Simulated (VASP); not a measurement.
# Sn (I4_1/amd) in VASP: a series of runs, part 2 of 2

VASP 6.6.1. Earlier steps stand in the parts before.

**6. Single point, PBE**

INCAR

```
  PREC = Accurate
  ENCUT = 520
  EDIFF = 1E-7
  ISMEAR = 0
  SIGMA = 0.1
  LREAL = False
  LASPH = True
  NELM = 100
  ALGO = Normal
  ISIF = 2
  LWAVE = False
  LCHARG = False
  GGA = PE
  NBANDS = 21
```

KPOINTS

```
regular mesh
0
Gamma
  8 8 8
```

POSCAR

```
Sn
1.0
   -2.9401404553      2.9401404553      1.5993019889
    2.9401404553     -2.9401404553      1.5993019889
    2.9401404553      2.9401404553     -1.5993019889
Sn
2
Direct
    0.0000000000      0.0000000000      0.0000000000
    0.7500000000      0.2500000000      0.5000000000
```

Potentials or basis: VASP PAW PBE potentials, release 64 (Sn_d).

On the command line:

```
$ cat potpaw_PBE.64/Sn_d/POTCAR > POTCAR
$ mpirun -np 1 vasp_std > vasp.out
```

OUTCAR:

```text
PREC = Accurate
   ENCUT = 520
   EDIFF = 1E-7
   ISMEAR = 0
   LREAL = False
   LASPH = True
   NELM = 100
   ISIF = 2
   GGA = PE

 ion  position               nearest neighbor table
   1  0.000  0.000  0.000-   2 3.05   2 3.05   2 3.05   2 3.05
   2  0.750  0.250  0.500-   1 3.05   1 3.05   1 3.05   1 3.05

  LATTYP: Found a body centered tetragonal cell.
 ALAT       =     5.8802809106
 C/A-ratio  =     0.5439542815

  Lattice vectors:

 A1 = (  -2.9401404553,   2.9401404553,   1.5993019889)
 A2 = (   2.9401404553,  -2.9401404553,   1.5993019889)
 A3 = (   2.9401404553,   2.9401404553,  -1.5993019889)

Analysis of symmetry for initial positions (statically):
=====================================================================
 Subroutine PRICEL returns:
 Original cell was already a primitive cell.

 Routine SETGRP: Setting up the symmetry group for a
 body centered tetragonal supercell.

 Subroutine GETGRP returns: Found 16 space group operations
 (whereof  8 operations were pure point group operations)
 out of a pool of 16 trial point group operations.

The static configuration has the point symmetry D_2d.
 The point group associated with its full space group is D_4h.

Analysis of symmetry for dynamics (positions and initial velocities):
=====================================================================
 Subroutine PRICEL returns:
 Original cell was already a primitive cell.

 Routine SETGRP: Setting up the symmetry group for a
 body centered tetragonal supercell.

 Subroutine GETGRP returns: Found 16 space group operations
 (whereof  8 operations were pure point group operations)
 out of a pool of 16 trial point group operations.

The dynamic configuration has the point symmetry D_2d.
 The point group associated with its full space group is D_4h.

 Subroutine INISYM returns: Found 16 space group operations
[... 106 lines left out ...]
   TEBEG  =    0.0;   TEEND  =   0.0 temperature during run
   PSTRESS=    0.0 pullay stress
   NELECT =      28.0000    total number of electrons
   NUPDOWN=      -1.0000    fix difference up-down
   EMIN   =  10.00;   EMAX   =-10.00  energy-range for DOS
   EFERMI =   0.00;   METHOD = LEGACY
   ISMEAR =     0;   SIGMA  =   0.10  broadening in eV -4-tet -1-fermi 0-gaus
   EFERMI_NEDOS =   21; number of points for ismear=-14 and -15
   IALGO  =     38    algorithm
   IMIX   =      4    mixing-type and parameters
     AMIX     =   0.40;   BMIX     =  1.00
     AMIX_MAG =   1.60;   BMIX_MAG =  1.00
  volume/ion in A,a.u.               =      27.65       186.59
  Fermi-wavevector in a.u.,A,eV,Ry     =   1.304824  2.465760 23.164816  1.702566
  Thomas-Fermi vector in A             =   2.435734
   LORBIT       =      0    0 simple, 1 ext, 2 COOP (PROOUT), +10 PAW based schemes
   GGA     = PE    functional components
   LHFCALC =     F    Hartree Fock is set to
   AEXX    =    0.0000 exact exchange contribution
   IVDW    =     0    specifies the selected vdW correction
   LEPSILON=     F    determine dielectric tensor
   LRPA    =     F    only Hartree local field effects (RPA)
 non-spin polarized calculation
 Gauss-broadening in eV      SIGMA  =   0.10
  energy-cutoff  :      520.00
  volume of cell :       55.30
 maximum number of plane-waves:      1504
 NGX is ok and might be reduce to    36
   NGX = 17   NGY = 17   NGZ = 17

 number of electron      27.9999989 magnetization

 Free energy of the ion-electron system (eV)
  ---------------------------------------------------
  ext. energy  EPLUGINS =         0.00000000
  ---------------------------------------------------
  free energy    TOTEN  =        -7.59152336 eV

  energy without entropy =       -7.58536612  energy(sigma->0) =       -7.58844474

 E-fermi :   7.7251     XC(G=0): -10.2171

 val. band max:        7.7071854077   @ k =  -0.2500   0.2500   0.2500
 cond. band min:       7.7405553220   @ k =  -0.2500   0.5000   0.1250
 fundamental gap:      0.0333699143
 Fermi energy:         7.7250553921

 k-point     1 :       0.0000    0.0000    0.0000
  band No.  band energies     occupation
      1     -13.8861      2.00000
      2     -13.8044      2.00000
      3     -13.7659      2.00000
      4     -13.7518      2.00000
      5     -13.6114      2.00000
      6     -13.6114      2.00000
[... 565 lines left out ...]
     20      15.7770      0.00000
     21      15.9991      0.00000

 [... further k-points ...]
[... 5 lines left out ...]
  --------------------------------------------------------------------------------------
  -------------------------------------------------------------------------------------
  Total        0.3087834      0.3087834      0.8097238      0.0000000      0.0000000      0.0000000
  in kB        8.9461862      8.9461862     23.4596135      0.0000000      0.0000000      0.0000000
  external PRESSURE =      13.7839953 kB  Pullay stress =       0.0000000 kB

 VOLUME and BASIS-vectors are now :
 -----------------------------------------------------------------------------
  energy-cutoff  :      520.00
  volume of cell :       55.30
      direct lattice vectors                 reciprocal lattice vectors
    -2.940140455  2.940140455  1.599301989     0.000000000  0.170059903  0.312636390
     2.940140455 -2.940140455  1.599301989     0.170059903  0.000000000  0.312636390
     2.940140455  2.940140455 -1.599301989     0.170059903  0.170059903  0.000000000

 POSITION                                       TOTAL-FORCE (eV/Angst)
 -----------------------------------------------------------------------------------
      0.00000      0.00000      0.00000        -0.000000      0.000000      0.000000
      0.00000      2.94014      0.79965         0.000000     -0.000000     -0.000000
 -----------------------------------------------------------------------------------
    total drift:                               -0.000000      0.000000     -0.000000

  FREE ENERGIE OF THE ION-ELECTRON SYSTEM (eV)
  ---------------------------------------------------
  free  energy   TOTEN  =        -7.5915233637 eV

  energy  without entropy=       -7.5853661195  energy(sigma->0) =       -7.58844474
```

Run time: 58 s. Hardware: 1 thread of Intel Xeon Platinum 8488C (Sapphire Rapids), shared host; peak memory 0.22 GiB.

What came out:

```
Free energy            : -7.5915 eV
Pressure               : 1.4 GPa
Band gap on the k mesh : zero (band 14 reaches 9.35 eV, above the bottom of band 15 at 5.75 eV)
```

Stress tensor (GPa, compression positive):
```
0.89 0.00 0.00
0.00 0.89 0.00
0.00 0.00 2.35
```

Caveat: spin-orbit coupling is left out, which moves the levels of the heavy elements.

**7. Overview**

```csv
task,level,cell,k mesh,cutoff (eV),smearing,gap on the mesh (eV),pressure (GPa)
single point,PBE+D3(BJ),"a = 4.455 Å, angles 97.4, 97.4, 137.9°, 2 atoms",9 × 9 × 9,520,fermi-dirac 0.05 eV,none,-0.9
single point,PBE,"a = 4.500 Å, angles 97.4, 97.4, 138.1°, 2 atoms",9 × 9 × 9,520,fermi-dirac 0.05 eV,none,-0.1
relaxation of cell and atoms,PBE,"relaxed from a = 4.455 Å, angles 97.4, 97.4, 137.9°, 2 atoms",9 × 9 × 9,600,fermi-dirac 0.05 eV,none,0.0
single point,PBE,"a = 4.455 Å, angles 97.4, 97.4, 137.9°, 2 atoms",8 × 8 × 8,520,gaussian 0.1 eV,none,1.4
```

Alike in all rows: potentials or basis VASP PAW PBE potentials, release 64 (Sn_d); no spin polarisation.

Caveats: spin-orbit coupling is left out, which moves the levels of the heavy elements; three body term missing (some runs); pairwise dispersion overbinds metals, which lowers pressure and volume (some runs).

Total energies depend on the potentials used, so only differences within one code and one set of settings carry meaning.
